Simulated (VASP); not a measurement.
# C (R-3m) in VASP: further runs

The runs below take C through single point, with r2SCAN.

All numbers are computed with VASP 6.6.1; they aren't measurements. Logs are shortened: lines on timing, memory, paths and dates and some standing lists are left out, and cuts for length are marked.

**1. The cell of the first run**

It takes space group R-3m (No. 166, trigonal). Conventional cell: a = 2.568 Å, b = 2.568 Å, c = 6.155 Å, α = 90.00°, β = 90.00°, γ = 120.00°. C (site symmetry 3m) has 4 C at 1.54 to 1.57 Å within 2.1 Å.

**2. Single point, r2SCAN (epitaxial 111 strain +2.0%)**

Input file POSCAR:

```
C
1.0
   -0.0259201011      1.7898065243      1.7898065243
    1.7898065243     -0.0259201011      1.7898065243
    1.7898065243      1.7898065243     -0.0259201011
C
2
Direct
   -0.0000708741     -0.0000708741     -0.0000708741
    0.2500708741      0.2500708741      0.2500708741
```

Input file INCAR.step1:

```
  ALGO = Normal
  EDIFF = 1E-4
  ENCUT = 520
  GGA = PE
  ISMEAR = 0
  LASPH = True
  LCHARG = False
  LREAL = False
  LWAVE = True
  NBANDS = 11
  NELM = 60
  PREC = Accurate
  SIGMA = 0.01
```

Input file INCAR.step2:

```
  ALGO = Normal
  EDIFF = 1E-6
  ENCUT = 520
  ISIF = 2
  ISMEAR = 0
  ISTART = 1
  LASPH = True
  LCHARG = True
  LELF = True
  LMIXTAU = True
  LREAL = False
  LVHAR = True
  LWAVE = False
  METAGGA = R2SCAN
  NBANDS = 11
  NELM = 60
  PREC = Accurate
  SIGMA = 0.01
```

Input file KPOINTS:

```
k-points
0
Gamma
  12 12 12
```

Potentials or basis: VASP PAW PBE potentials, release 64 (C).

Command:

```
> cat potpaw_PBE.64/C/POTCAR > POTCAR
> cp INCAR.step1 INCAR
> mpirun -np 1 vasp_std > vasp.out
> cp INCAR.step2 INCAR
> mpirun -np 1 vasp_std > vasp.out
```

OUTCAR:

```text
EDIFF = 1E-6
   ENCUT = 520
   ISIF = 2
   ISMEAR = 0
   ISTART = 1
   LASPH = True
   LREAL = False
   METAGGA = R2SCAN
   NELM = 60
   PREC = Accurate

 ion  position               nearest neighbor table
   1  1.000  1.000  1.000-   2 1.54   2 1.57   2 1.57   2 1.57
   2  0.250  0.250  0.250-   1 1.54   1 1.57   1 1.57   1 1.57

  LATTYP: Found a trigonal (rhomboedric) cell.
 ALAT       =     2.5313013729
 COS(alpha) =     0.4854670227

  Lattice vectors:

 A1 = (  -0.0259201011,   1.7898065243,   1.7898065243)
 A2 = (   1.7898065243,  -0.0259201011,   1.7898065243)
 A3 = (   1.7898065243,   1.7898065243,  -0.0259201011)

Analysis of symmetry for initial positions (statically):
=====================================================================
 Subroutine PRICEL returns:
 Original cell was already a primitive cell.

 Routine SETGRP: Setting up the symmetry group for a
 trigonal (rhombohedral) supercell.

 Subroutine GETGRP returns: Found 12 space group operations
 (whereof  6 operations were pure point group operations)
 out of a pool of 12 trial point group operations.

The static configuration has the point symmetry C_3v.
 The point group associated with its full space group is D_3d.

Analysis of symmetry for dynamics (positions and initial velocities):
=====================================================================
 Subroutine PRICEL returns:
 Original cell was already a primitive cell.

 Routine SETGRP: Setting up the symmetry group for a
 trigonal (rhombohedral) supercell.

 Subroutine GETGRP returns: Found 12 space group operations
 (whereof  6 operations were pure point group operations)
 out of a pool of 12 trial point group operations.

The dynamic configuration has the point symmetry C_3v.
 The point group associated with its full space group is D_3d.

 Subroutine INISYM returns: Found 12 space group operations
 (whereof  6 operations are pure point group operations),
 and found     1 'primitive' translations

----------------------------------------------------------------------------------------

                                     Primitive cell

  volume of cell :      11.7160

  direct lattice vectors                    reciprocal lattice vectors
    -0.025920101  1.789806524  1.789806524    -0.273363329  0.277380371  0.277380371
     1.789806524 -0.025920101  1.789806524     0.277380371 -0.273363329  0.277380371
     1.789806524  1.789806524 -0.025920101     0.277380371  0.277380371 -0.273363329

  length of vectors
     2.531301373  2.531301373  2.531301373     0.478128905  0.478128905  0.478128905

  position of ions in fractional coordinates (direct lattice)
     0.999929126  0.999929126  0.999929126
     0.250070874  0.250070874  0.250070874

  ion indices of the primitive-cell ions
   primitive index   ion index
                 1           1
                 2           2

----------------------------------------------------------------------------------------

 KPOINTS: k-points

Automatic generation of k-mesh.
 Grid dimensions read from file:
 generate k-points for:   12   12   12

 Generating k-lattice:

  Cartesian coordinates                     Fractional coordinates (reciprocal lattice)
    -0.022780277  0.023115031  0.023115031     0.083333333 -0.000000000 -0.000000000
     0.023115031 -0.022780277  0.023115031    -0.000000000  0.083333333 -0.000000000
     0.023115031  0.023115031 -0.022780277    -0.000000000 -0.000000000  0.083333333

  Length of vectors
     0.039844075  0.039844075  0.039844075

  Shift w.r.t. Gamma in fractional coordinates (k-lattice)
     0.000000000  0.000000000  0.000000000

 Subroutine IBZKPT returns following result:
 ===========================================

 Found    189 irreducible k-points:

 Following reciprocal coordinates:
            Coordinates               Weight
  0.000000  0.000000  0.000000      1.000000
  0.083333  0.000000 -0.000000      6.000000
  0.166667  0.000000  0.000000      6.000000
  0.250000  0.000000  0.000000      6.000000
  0.333333  0.000000 -0.000000      6.000000
  0.416667 -0.000000  0.000000      6.000000
[... 16 lines left out ...]
  0.500000  0.166667  0.000000     12.000000
 -0.416667  0.166667  0.000000     12.000000
 [... further k-points ...]
   k-points           NKPTS =    189   k-points in BZ     NKDIM =    189   number of bands    NBANDS=     11
   number of dos      NEDOS =    301   number of ions     NIONS =      2
   total plane-waves  NPLWV =   8000
   dimension x,y,z NGX =    20 NGY =   20 NGZ =   20
   dimension x,y,z NGXF=    40 NGYF=   40 NGZF=   40
   ions per type =               2
   NGX,Y,Z   is equivalent  to a cutoff of  13.14, 13.14, 13.14 a.u.
   NGXF,Y,Z  is equivalent  to a cutoff of  26.27, 26.27, 26.27 a.u.
 SYSTEM =  unknown system
   PREC   = accura    normal or accurate (medium, high low for compatibility)
   ISTART =      1    job   : 0-new  1-cont  2-samecut
   ICHARG =      0    charge: 1-file 2-atom 10-const
   ISPIN  =      1    spin polarized calculation?
   LNONCOLLINEAR =      F non collinear calculations
   LSORBIT =      F    spin-orbit coupling
   LASPH  =      T    aspherical Exc in radial PAW
   ENCUT  =  520.0 eV  38.22 Ry    6.18 a.u.   4.71  4.71  4.71*2*pi/ulx,y,z
   NELM   =     60;   NELMIN=  2; NELMDL=  0     # of ELM steps
   EDIFF  = 0.1E-05   stopping-criterion for ELM
   LREAL  =      F    real-space projection
   EDIFFG = 0.1E-04   stopping-criterion for IOM
   NSW    =      0    number of steps for IOM
   IBRION =     -1    ionic relax: 0-MD 1-quasi-New 2-CG
   NFREE  =      0    steps in history (QN), initial steepest desc. (CG)
   ISIF   =      2    stress and relaxation
   ISYM   =      2    0-nonsym 1-usesym 2-fastsym
   POTIM  = 0.5000    time-step for ionic-motion
   TEBEG  =    0.0;   TEEND  =   0.0 temperature during run
   PSTRESS=    0.0 pullay stress
   NELECT =       8.0000    total number of electrons
   NUPDOWN=      -1.0000    fix difference up-down
   EMIN   =  10.00;   EMAX   =-10.00  energy-range for DOS
   EFERMI =   0.00;   METHOD = LEGACY
   ISMEAR =     0;   SIGMA  =   0.01  broadening in eV -4-tet -1-fermi 0-gaus
   EFERMI_NEDOS =   21; number of points for ismear=-14 and -15
   IALGO  =     38    algorithm
   IMIX   =      4    mixing-type and parameters
     AMIX     =   0.40;   BMIX     =  1.00
     AMIX_MAG =   1.60;   BMIX_MAG =  1.00
  volume/ion in A,a.u.               =       5.86        39.53
  Fermi-wavevector in a.u.,A,eV,Ry     =   1.441599  2.724228 28.275742  2.078208
  Thomas-Fermi vector in A             =   2.560213
   LORBIT       =      0    0 simple, 1 ext, 2 COOP (PROOUT), +10 PAW based schemes
   METAGGA = R2SCAN    functional components
   LHFCALC =     F    Hartree Fock is set to
   AEXX    =    0.0000 exact exchange contribution
   IVDW    =     0    specifies the selected vdW correction
   LEPSILON=     F    determine dielectric tensor
   LRPA    =     F    only Hartree local field effects (RPA)
 non-spin polarized calculation
 Gauss-broadening in eV      SIGMA  =   0.01
  energy-cutoff  :      520.00
  volume of cell :       11.72
 maximum number of plane-waves:       331
   NGX =  9   NGY =  9   NGZ =  9

 number of electron       8.0000000 magnetization

 Free energy of the ion-electron system (eV)
  ---------------------------------------------------
  ext. energy  EPLUGINS =         0.00000000
  ---------------------------------------------------
  free energy    TOTEN  =       -19.62636628 eV

  energy without entropy =      -19.62636628  energy(sigma->0) =      -19.62636628

 E-fermi :   9.4252     XC(G=0): -14.0812

 val. band max:        9.2474563110   @ k =   0.0000   0.0000   0.0000
 cond. band min:      13.5030787087   @ k =   0.3333   0.3333  -0.0000
 fundamental gap:      4.2556223977
 Fermi energy:         9.4252333072

 k-point     1 :       0.0000    0.0000    0.0000
  band No.  band energies     occupation
      1     -13.0062      2.00000
      2       9.2470      2.00000
      3       9.2475      2.00000
      4       9.2475      2.00000
      5      14.7850      0.00000
      6      14.7850      0.00000
      7      15.3814      0.00000
      8      22.3523      0.00000
      9      29.2144      0.00000
     10      36.2914      0.00000
     11      36.2914      0.00000

 k-point     2 :       0.0833    0.0000   -0.0000
  band No.  band energies     occupation
      1     -12.8117      2.00000
      2       7.9227      2.00000
      3       8.9239      2.00000
      4       8.9285      2.00000
      5      15.2166      0.00000
      6      15.4957      0.00000
      7      15.8893      0.00000
      8      22.5654      0.00000
      9      29.5438      0.00000
     10      34.2163      0.00000
     11      34.4767      0.00000

 k-point     3 :       0.1667    0.0000    0.0000
  band No.  band energies     occupation
      1     -12.2312      2.00000
      2       5.2600      2.00000
      3       8.2240      2.00000
      4       8.2244      2.00000
      5      16.1598      0.00000
      6      16.4928      0.00000
      7      16.9649      0.00000
      8      23.1981      0.00000
      9      30.2424      0.00000
     10      32.5597      0.00000
     11      32.9972      0.00000

 k-point     4 :       0.2500    0.0000    0.0000
  band No.  band energies     occupation
      1     -11.2751      2.00000
      2       2.3264      2.00000
      3       7.4859      2.00000
      4       7.5051      2.00000
      5      17.0563      0.00000
      6      17.2651      0.00000
      7      17.7855      0.00000
      8      24.1054      0.00000
      9      30.6825      0.00000
     10      32.0735      0.00000
     11      32.6937      0.00000
[... 239 lines left out ...]
 k-point    22 :       0.4167    0.1667    0.0000
  band No.  band energies     occupation
      1      -8.7840      2.00000
      2      -0.9803      2.00000
      3       4.8550      2.00000
      4       5.1925      2.00000
      5      16.2302      0.00000
      6      20.3443      0.00000
      7      20.7794      0.00000
      8      22.1756      0.00000
      9      31.0400      0.00000
     10      32.4294      0.00000
     11      37.4614      0.00000

 k-point    23 :       0.5000    0.1667    0.0000
  band No.  band energies     occupation
      1      -7.2561      2.00000
      2      -3.1782      2.00000
      3       4.1192      2.00000
      4       5.2662      2.00000
      5      16.7131      0.00000
      6      20.2535      0.00000
      7      20.7416      0.00000
      8      23.7943      0.00000
      9      30.1389      0.00000
     10      33.7958      0.00000
     11      36.7055      0.00000

 k-point    24 :      -0.4167    0.1667    0.0000
  band No.  band energies     occupation
      1      -6.9071      2.00000
      2      -3.6024      2.00000
      3       3.6105      2.00000
      4       5.6354      2.00000
      5      17.1599      0.00000
      6      19.8377      0.00000
      7      20.6723      0.00000
      8      25.1010      0.00000
      9      29.3422      0.00000
     10      34.3288      0.00000
     11      34.5560      0.00000

 [... further k-points ...]
[... 5 lines left out ...]
  --------------------------------------------------------------------------------------
  -------------------------------------------------------------------------------------
  Total       -1.0710266     -1.0710266     -1.0710266      0.5750077      0.5750077      0.5750077
  in kB     -146.4637103   -146.4637103   -146.4637103     78.6327421     78.6327421     78.6327421
  external PRESSURE =    -146.4637103 kB  Pullay stress =       0.0000000 kB

 VOLUME and BASIS-vectors are now :
 -----------------------------------------------------------------------------
  energy-cutoff  :      520.00
  volume of cell :       11.72
      direct lattice vectors                 reciprocal lattice vectors
    -0.025920101  1.789806524  1.789806524    -0.273363329  0.277380371  0.277380371
     1.789806524 -0.025920101  1.789806524     0.277380371 -0.273363329  0.277380371
     1.789806524  1.789806524 -0.025920101     0.277380371  0.277380371 -0.273363329

 POSITION                                       TOTAL-FORCE (eV/Angst)
 -----------------------------------------------------------------------------------
      3.55344      3.55344      3.55344        -0.005222     -0.005222     -0.005222
      0.88868      0.88868      0.88868         0.005222      0.005222      0.005222
 -----------------------------------------------------------------------------------
    total drift:                               -0.000000     -0.000000     -0.000000

  FREE ENERGIE OF THE ION-ELECTRON SYSTEM (eV)
  ---------------------------------------------------
  free  energy   TOTEN  =       -19.6263662764 eV

  energy  without entropy=      -19.6263662764  energy(sigma->0) =      -19.62636628
```

Run time: 81 s. Hardware: 1 thread of AMD EPYC 9R45 (Zen 5), shared host; peak memory 0.1 GiB.

What came out:

| Property | Result |
| --- | --- |
| Free energy | -19.6264 eV |
| Pressure | -14.6 GPa |
| Largest force | 0.009 eV/Å |
| Band gap on the k mesh | 4.26 eV, indirect (least direct gap 5.54 eV) |

Forces in eV/Å, atoms in the order of the input:
```
C   -0.005 -0.005 -0.005
C    0.005  0.005  0.005
```

Levels at points of the mesh, in eV from the valence-band top:
```csv
k point,band 1,band 2,band 3,band 4,band 5,band 6,band 7,band 8,band 9
"(0.00, 0.00, 0.00)",-22.25,0.00,0.00,0.00,5.54,5.54,6.13,13.10,19.97
"(0.50, 0.00, 0.00)",-16.60,-13.67,-2.86,-2.79,8.56,8.61,9.25,16.39,22.65
"(0.50, 0.50, 0.00)",-13.45,-13.27,-6.60,-6.30,4.64,5.22,17.30,17.39,23.85
"(0.50, 0.50, 0.50)",-16.18,-13.71,-3.09,-3.09,8.18,8.61,8.61,16.32,22.75
```

Caveat: the cell differs from its parent crystal (epitaxial 111 strain +2.0%); the PAW data sets were made with another functional, which shifts forces and pressure a little. A k mesh can miss the band edges.

**3. Single point, r2SCAN (epitaxial 111 strain +3.0%)**

Input file POSCAR:

```
C
1.0
   -0.0388188608      1.7947090060      1.7947090060
    1.7947090060     -0.0388188608      1.7947090060
    1.7947090060      1.7947090060     -0.0388188608
C
2
Direct
   -0.0000747738     -0.0000747738     -0.0000747738
    0.2500747738      0.2500747738      0.2500747738
```

Input file INCAR.step1:

```
PREC = Accurate ; ENCUT = 520
ISMEAR = 0 ; SIGMA = 0.01
LREAL = F ; LASPH = T
NELM = 80 ; NBANDS = 11
GGA = PE ; ALGO = Normal
EDIFF = 1E-4 ; LWAVE = T
LCHARG = F
```

Input file INCAR.step2:

```
PREC = Accurate ; ENCUT = 520
EDIFF = 1E-7 ; ISMEAR = 0
SIGMA = 0.01 ; LREAL = F
LASPH = T ; NELM = 80
ALGO = Normal ; ISIF = 2
LWAVE = F ; LCHARG = T
METAGGA = R2SCAN ; LMIXTAU = T
LELF = T ; LVHAR = T
NBANDS = 11 ; ISTART = 1
```

Input file KPOINTS:

```
Automatic mesh
0
Gamma
  12 12 12
```

Potentials or basis: VASP PAW PBE potentials, release 64 (C).

Command:

```
> cat potpaw_PBE.64/C/POTCAR > POTCAR
> cp INCAR.step1 INCAR
> mpirun -np 1 vasp_std > vasp.out
> cp INCAR.step2 INCAR
> mpirun -np 1 vasp_std > vasp.out
```

Run time: 85 s. Hardware: 1 thread of AMD EPYC 9R45 (Zen 5), shared host; peak memory 0.1 GiB.

Results (log left out):

| Property | Result |
| --- | --- |
| Free energy | -19.5868 eV |
| Pressure | -21.5 GPa |
| Largest force | 0.013 eV/Å |
| Band gap on the k mesh | 4.19 eV, indirect (least direct gap 5.38 eV) |

Forces in eV/Å, atoms in the order of the input:
```
C   -0.008 -0.008 -0.008
C    0.008  0.008  0.008
```

Stress tensor (GPa, compression positive):
```
-21.45  11.26  11.26
 11.26 -21.45  11.26
 11.26  11.26 -21.45
```

Levels at points of the mesh, in eV from the valence-band top:
```tsv
k point	band 2	band 3	band 4	band 5	band 6	band 7
(0.00, 0.00, 0.00)	-0.03	0.00	0.00	5.38	5.38	6.23
(0.50, 0.00, 0.00)	-13.47	-2.81	-2.69	8.36	8.39	9.36
(0.50, 0.50, 0.00)	-13.10	-6.56	-6.12	4.46	5.31	16.95
(0.50, 0.50, 0.50)	-13.53	-3.13	-3.13	7.68	8.47	8.47
```

Caveat: the cell differs from its parent crystal (epitaxial 111 strain +3.0%); the PAW data sets were made with another functional, which shifts forces and pressure a little.
